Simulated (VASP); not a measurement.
# Cd5HgTe6 (P4/mmm) in VASP: single point with PBE

Aim: the single point of Cd5HgTe6 with PBE.

Program: VASP 6.6.1. These are calculated values, not measurements. Logs are shortened: lines on timing, memory, paths and dates and some standing lists are left out, and cuts for length are marked.

## Step 1: The cell of the first run

The structure is tetragonal, space group P4/mmm (No. 123). The conventional cell has a = 4.320 Å, b = 4.320 Å, c = 18.526 Å, α = 90.00°, β = 90.00°, γ = 90.00°. Within 3.9 Å of Cd (site symmetry 4mm) lie 6 Te at 3.00 to 3.08 Å. Cd (site symmetry 4mm) has 6 Te at 3.06 to 3.11 Å within 4.0 Å. Cd (site symmetry 4/mmm) has 6 Te at 3.05 Å within 4.0 Å. Within 4.0 Å of Hg (site symmetry 4/mmm) lie 6 Te at 3.05 to 3.19 Å. Te (site symmetry 4mm) has 5 Cd at 3.00 to 3.06 Å and 1 Hg at 3.19 Å within 3.9 Å. Within 4.0 Å of Te (site symmetry 4/mmm) lie 4 Hg at 3.05 Å and 2 Cd at 3.11 Å. Within 4.0 Å of Te (site symmetry 4mm) lie 6 Cd at 3.05 to 3.10 Å. Te (site symmetry 4/mmm) has 6 Cd at 3.05 to 3.08 Å within 4.0 Å.

## Step 2: Single point, PBE

File INCAR:

```
SYSTEM = Cd5HgTe6
PREC = Accurate
ENCUT = 520
EDIFF = 1E-6
ISMEAR = 0
SIGMA = 0.1
LREAL = .False.
LASPH = .True.
NELM = 80
ALGO = Normal
ISIF = 2
LWAVE = .False.
LCHARG = .True.
GGA = PE
LELF = .True.
LVHAR = .True.
NBANDS = 66
```

File KPOINTS:

```
regular mesh
0
Gamma
  10 10 2
  0 0 0
```

File POSCAR:

```
Cd5HgTe6
1.0
    4.3203067318      0.0000000000      0.0000000000
    0.0000000000      4.3203067318      0.0000000000
    0.0000000000      0.0000000000     18.5255337958
Cd Hg Te
5 1 6
Direct
    0.0000000000      0.0000000000      0.6660003853
    0.5000000000      0.5000000000      0.8322012832
    0.5000000000      0.5000000000      0.1677987168
    0.0000000000      0.0000000000      0.3339996147
    0.5000000000      0.5000000000      0.5000000000
    0.0000000000      0.0000000000      0.0000000000
    0.0000000000      0.0000000000      0.8277714074
    0.5000000000      0.5000000000      0.0000000000
    0.0000000000      0.0000000000      0.1722285926
    0.5000000000      0.5000000000      0.3352629442
    0.0000000000      0.0000000000      0.5000000000
    0.5000000000      0.5000000000      0.6647370558
```

Potentials or basis: VASP PAW PBE potentials, release 64 (Cd, Hg, Te).

Run with:

```sh
$ cat potpaw_PBE.64/Cd/POTCAR potpaw_PBE.64/Hg/POTCAR potpaw_PBE.64/Te/POTCAR > POTCAR
$ mpirun -np 1 vasp_std > vasp.out
```

OUTCAR:

```text
SYSTEM = Cd5HgTe6
   PREC = Accurate
   ENCUT = 520
   EDIFF = 1E-6
   ISMEAR = 0
   LREAL = .False.
   LASPH = .True.
   NELM = 80
   ISIF = 2
   GGA = PE

 ion  position               nearest neighbor table
   1  0.000  0.000  0.666-   7 3.00  12 3.06  12 3.06  12 3.06  12 3.06  11 3.08
   2  0.500  0.500  0.832-   7 3.06   7 3.06   7 3.06   7 3.06  12 3.10   8 3.11
   3  0.500  0.500  0.168-   9 3.06   9 3.06   9 3.06   9 3.06  10 3.10   8 3.11
   4  0.000  0.000  0.334-   9 3.00  10 3.06  10 3.06  10 3.06  10 3.06  11 3.08
   5  0.500  0.500  0.500-  10 3.05  12 3.05  11 3.05  11 3.05  11 3.05  11 3.05
   6  0.000  0.000  0.000-   8 3.05   8 3.05   8 3.05   8 3.05   9 3.19   7 3.19
   7  0.000  0.000  0.828-   1 3.00   2 3.06   2 3.06   2 3.06   2 3.06   6 3.19
   8  0.500  0.500  0.000-   6 3.05   6 3.05   6 3.05   6 3.05   2 3.11   3 3.11
   9  0.000  0.000  0.172-   4 3.00   3 3.06   3 3.06   3 3.06   3 3.06   6 3.19
  10  0.500  0.500  0.335-   5 3.05   4 3.06   4 3.06   4 3.06   4 3.06   3 3.10
  11  0.000  0.000  0.500-   5 3.05   5 3.05   5 3.05   5 3.05   1 3.08   4 3.08
  12  0.500  0.500  0.665-   5 3.05   1 3.06   1 3.06   1 3.06   1 3.06   2 3.10

  LATTYP: Found a simple tetragonal cell.
 ALAT       =     4.3203067318
 C/A-ratio  =     4.2880135476

  Lattice vectors:

 A1 = (   4.3203067318,   0.0000000000,   0.0000000000)
 A2 = (   0.0000000000,   4.3203067318,   0.0000000000)
 A3 = (   0.0000000000,   0.0000000000,  18.5255337958)

Analysis of symmetry for initial positions (statically):
=====================================================================
 Subroutine PRICEL returns:
 Original cell was already a primitive cell.

 Routine SETGRP: Setting up the symmetry group for a
 simple tetragonal supercell.

 Subroutine GETGRP returns: Found 16 space group operations
 (whereof 16 operations were pure point group operations)
 out of a pool of 16 trial point group operations.

The static configuration has the point symmetry D_4h.

Analysis of symmetry for dynamics (positions and initial velocities):
=====================================================================
 Subroutine PRICEL returns:
 Original cell was already a primitive cell.

 Routine SETGRP: Setting up the symmetry group for a
 simple tetragonal supercell.

 Subroutine GETGRP returns: Found 16 space group operations
 (whereof 16 operations were pure point group operations)
 out of a pool of 16 trial point group operations.

The dynamic configuration has the point symmetry D_4h.

 Subroutine INISYM returns: Found 16 space group operations
 (whereof 16 operations are pure point group operations),
 and found     1 'primitive' translations

----------------------------------------------------------------------------------------

                                     Primitive cell

  volume of cell :     345.7800

  direct lattice vectors                    reciprocal lattice vectors
     4.320306732  0.000000000  0.000000000     0.231465047  0.000000000  0.000000000
     0.000000000  4.320306732  0.000000000     0.000000000  0.231465047  0.000000000
     0.000000000  0.000000000 18.525533796     0.000000000  0.000000000  0.053979551

  length of vectors
     4.320306732  4.320306732 18.525533796     0.231465047  0.231465047  0.053979551

  position of ions in fractional coordinates (direct lattice)
     0.000000000  0.000000000  0.666000385
     0.500000000  0.500000000  0.832201283
     0.500000000  0.500000000  0.167798717
     0.000000000  0.000000000  0.333999615
     0.500000000  0.500000000  0.500000000
     0.000000000  0.000000000  0.000000000
     0.000000000  0.000000000  0.827771407
     0.500000000  0.500000000  0.000000000
     0.000000000  0.000000000  0.172228593
     0.500000000  0.500000000  0.335262944
     0.000000000  0.000000000  0.500000000
     0.500000000  0.500000000  0.664737056

  ion indices of the primitive-cell ions
   primitive index   ion index
                 1           1
                 2           2
                 3           3
                 4           4
                 5           5
                 6           6
                 7           7
                 8           8
                 9           9
                10          10
                11          11
                12          12

----------------------------------------------------------------------------------------

 KPOINTS: regular mesh

Automatic generation of k-mesh.
 Grid dimensions read from file:
 generate k-points for:   10   10    2

 Generating k-lattice:

  Cartesian coordinates                     Fractional coordinates (reciprocal lattice)
     0.023146505  0.000000000  0.000000000     0.100000000  0.000000000  0.000000000
     0.000000000  0.023146505  0.000000000     0.000000000  0.100000000  0.000000000
     0.000000000  0.000000000  0.026989776     0.000000000  0.000000000  0.500000000

  Length of vectors
     0.023146505  0.023146505  0.026989776

  Shift w.r.t. Gamma in fractional coordinates (k-lattice)
     0.000000000  0.000000000  0.000000000

 Subroutine IBZKPT returns following result:
 ===========================================

 Found     42 irreducible k-points:

 Following reciprocal coordinates:
            Coordinates               Weight
  0.000000  0.000000  0.000000      1.000000
  0.100000  0.000000  0.000000      4.000000
  0.200000  0.000000  0.000000      4.000000
  0.300000  0.000000  0.000000      4.000000
  0.400000  0.000000  0.000000      4.000000
  0.500000  0.000000  0.000000      2.000000
[... 16 lines left out ...]
  0.100000  0.000000  0.500000      4.000000
  0.200000  0.000000  0.500000      4.000000
 [... further k-points ...]
   k-points           NKPTS =     42   k-points in BZ     NKDIM =     42   number of bands    NBANDS=     66
   number of dos      NEDOS =    301   number of ions     NIONS =     12
   total plane-waves  NPLWV = 143360
   dimension x,y,z NGX =    32 NGY =   32 NGZ =  140
   dimension x,y,z NGXF=    64 NGYF=   64 NGZF=  280
   ions per type =               5   1   6
   NGX,Y,Z   is equivalent  to a cutoff of  12.31, 12.31, 12.56 a.u.
   NGXF,Y,Z  is equivalent  to a cutoff of  24.63, 24.63, 25.13 a.u.
 SYSTEM =  Cd5HgTe6
   PREC   = accura    normal or accurate (medium, high low for compatibility)
   ISTART =      0    job   : 0-new  1-cont  2-samecut
   ICHARG =      2    charge: 1-file 2-atom 10-const
   ISPIN  =      1    spin polarized calculation?
   LNONCOLLINEAR =      F non collinear calculations
   LSORBIT =      F    spin-orbit coupling
   LASPH  =      T    aspherical Exc in radial PAW
   ENCUT  =  520.0 eV  38.22 Ry    6.18 a.u.   8.03  8.03 34.45*2*pi/ulx,y,z
   NELM   =     80;   NELMIN=  2; NELMDL= -5     # of ELM steps
   EDIFF  = 0.1E-05   stopping-criterion for ELM
   LREAL  =      F    real-space projection
   EDIFFG = 0.1E-04   stopping-criterion for IOM
   NSW    =      0    number of steps for IOM
   IBRION =     -1    ionic relax: 0-MD 1-quasi-New 2-CG
   NFREE  =      0    steps in history (QN), initial steepest desc. (CG)
   ISIF   =      2    stress and relaxation
   ISYM   =      2    0-nonsym 1-usesym 2-fastsym
   POTIM  = 0.5000    time-step for ionic-motion
   TEBEG  =    0.0;   TEEND  =   0.0 temperature during run
   PSTRESS=    0.0 pullay stress
   NELECT =     108.0000    total number of electrons
   NUPDOWN=      -1.0000    fix difference up-down
   EMIN   =  10.00;   EMAX   =-10.00  energy-range for DOS
   EFERMI =   0.00;   METHOD = LEGACY
   ISMEAR =     0;   SIGMA  =   0.10  broadening in eV -4-tet -1-fermi 0-gaus
   EFERMI_NEDOS =   21; number of points for ismear=-14 and -15
   IALGO  =     38    algorithm
   IMIX   =      4    mixing-type and parameters
     AMIX     =   0.40;   BMIX     =  1.00
     AMIX_MAG =   1.60;   BMIX_MAG =  1.00
  volume/ion in A,a.u.               =      28.82       194.45
  Fermi-wavevector in a.u.,A,eV,Ry     =   1.110749  2.099012 16.786384  1.233764
  Thomas-Fermi vector in A             =   2.247305
   LORBIT       =      0    0 simple, 1 ext, 2 COOP (PROOUT), +10 PAW based schemes
   GGA     = PE    functional components
   LHFCALC =     F    Hartree Fock is set to
   AEXX    =    0.0000 exact exchange contribution
   IVDW    =     0    specifies the selected vdW correction
   LEPSILON=     F    determine dielectric tensor
   LRPA    =     F    only Hartree local field effects (RPA)
 non-spin polarized calculation
 Gauss-broadening in eV      SIGMA  =   0.10
  energy-cutoff  :      520.00
  volume of cell :      345.78
 maximum number of plane-waves:      9448
   NGX = 17   NGY = 17   NGZ = 69

 number of electron     107.9999974 magnetization

 Free energy of the ion-electron system (eV)
  ---------------------------------------------------
  ext. energy  EPLUGINS =         0.00000000
  ---------------------------------------------------
  free energy    TOTEN  =       -25.60174039 eV

  energy without entropy =      -25.56584464  energy(sigma->0) =      -25.58379252

 E-fermi :   3.8335     XC(G=0):  -9.6785

 val. band max:        3.8187107737   @ k =   0.1000   0.1000   0.5000
 cond. band min:       3.8387397477   @ k =   0.3000   0.0000   0.5000
 fundamental gap:      0.0200289740
 Fermi energy:         3.8335132461

 k-point     1 :       0.0000    0.0000    0.0000
  band No.  band energies     occupation
      1      -7.7241      2.00000
      2      -7.4895      2.00000
      3      -7.4307      2.00000
      4      -7.0629      2.00000
      5      -6.9732      2.00000
      6      -6.8728      2.00000
[... 58 lines left out ...]
     65       8.7625      0.00000
     66       9.6380      0.00000

 k-point     2 :       0.1000    0.0000    0.0000
  band No.  band energies     occupation
      1      -7.6704      2.00000
      2      -7.4388      2.00000
      3      -7.3810      2.00000
      4      -7.0246      2.00000
      5      -6.9378      2.00000
      6      -6.8465      2.00000
[... 58 lines left out ...]
     65       8.9372      0.00000
     66       9.6671      0.00000

 k-point     3 :       0.2000    0.0000    0.0000
  band No.  band energies     occupation
      1      -7.5170      2.00000
      2      -7.2953      2.00000
      3      -7.2400      2.00000
      4      -6.9209      2.00000
      5      -6.8425      2.00000
      6      -6.7792      2.00000
[... 1438 lines left out ...]
     65       9.3251      0.00000
     66       9.4491      0.00000

 k-point    24 :       0.2000    0.0000    0.5000
  band No.  band energies     occupation
      1      -7.4763      2.00000
      2      -7.4176      2.00000
      3      -7.0858      2.00000
      4      -7.0179      2.00000
      5      -6.8161      2.00000
      6      -6.7814      2.00000
[... 58 lines left out ...]
     65       9.3389      0.00000
     66       9.4265      0.00000

 [... further k-points ...]

------------------------ aborting loop because EDIFF is reached ----------------------------------------

  FORCE on cell =-STRESS in cart. coord.  units (eV):
  Direction    XX          YY          ZZ          XY          YZ          ZX
  --------------------------------------------------------------------------------------
  -------------------------------------------------------------------------------------
  Total        0.3288159      0.3288159      0.2641120      0.0000000      0.0000000     -0.0000000
  in kB        1.5235738      1.5235738      1.2237672      0.0000000      0.0000000     -0.0000000
  external PRESSURE =       1.4236383 kB  Pullay stress =       0.0000000 kB

 VOLUME and BASIS-vectors are now :
 -----------------------------------------------------------------------------
  energy-cutoff  :      520.00
  volume of cell :      345.78
      direct lattice vectors                 reciprocal lattice vectors
     4.320306732  0.000000000  0.000000000     0.231465047  0.000000000  0.000000000
     0.000000000  4.320306732  0.000000000     0.000000000  0.231465047  0.000000000
     0.000000000  0.000000000 18.525533796     0.000000000  0.000000000  0.053979551

 POSITION                                       TOTAL-FORCE (eV/Angst)
 -----------------------------------------------------------------------------------
      0.00000      0.00000     12.33801        -0.000000      0.000000      0.000242
      2.16015      2.16015     15.41697        -0.000000     -0.000000      0.007754
      2.16015      2.16015      3.10856         0.000000     -0.000000     -0.007754
      0.00000      0.00000      6.18752        -0.000000      0.000000     -0.000242
      2.16015      2.16015      9.26277        -0.000000      0.000000      0.000000
      0.00000      0.00000      0.00000        -0.000000      0.000000      0.000000
      0.00000      0.00000     15.33491        -0.000000      0.000000     -0.001656
      2.16015      2.16015      0.00000        -0.000000      0.000000      0.000000
      0.00000      0.00000      3.19063        -0.000000      0.000000      0.001656
      2.16015      2.16015      6.21093        -0.000000     -0.000000      0.006396
      0.00000      0.00000      9.26277        -0.000000      0.000000      0.000000
      2.16015      2.16015     12.31461        -0.000000      0.000000     -0.006396
 -----------------------------------------------------------------------------------
    total drift:                                0.000000     -0.000000      0.000000

  FREE ENERGIE OF THE ION-ELECTRON SYSTEM (eV)
  ---------------------------------------------------
  free  energy   TOTEN  =       -25.6017403891 eV

  energy  without entropy=      -25.5658446414  energy(sigma->0) =      -25.58379252
```

Wall time 11 min (1 thread of Intel Xeon 6975P-C (Granite Rapids), shared host); peak memory 0.91 GiB.

Results:

| Property | Result |
| --- | --- |
| Free energy | -25.6017 eV |
| Pressure | 0.1 GPa |
| Largest force | 0.008 eV/Å |
| Band gap on the k mesh | zero (band 54 reaches 4.13 eV, above the bottom of band 55 at 2.12 eV) |

Forces in eV/Å, atoms in the order of the input:
```
Cd   0.000  0.000  0.000
Cd   0.000  0.000  0.008
Cd   0.000  0.000 -0.008
Cd   0.000  0.000  0.000
Cd   0.000  0.000  0.000
Hg   0.000  0.000  0.000
Te   0.000  0.000 -0.002
Te   0.000  0.000  0.000
Te   0.000  0.000  0.002
Te   0.000  0.000  0.006
Te   0.000  0.000  0.000
Te   0.000  0.000 -0.006
```

Caveat: spin-orbit coupling is left out, which moves the levels of the heavy elements.
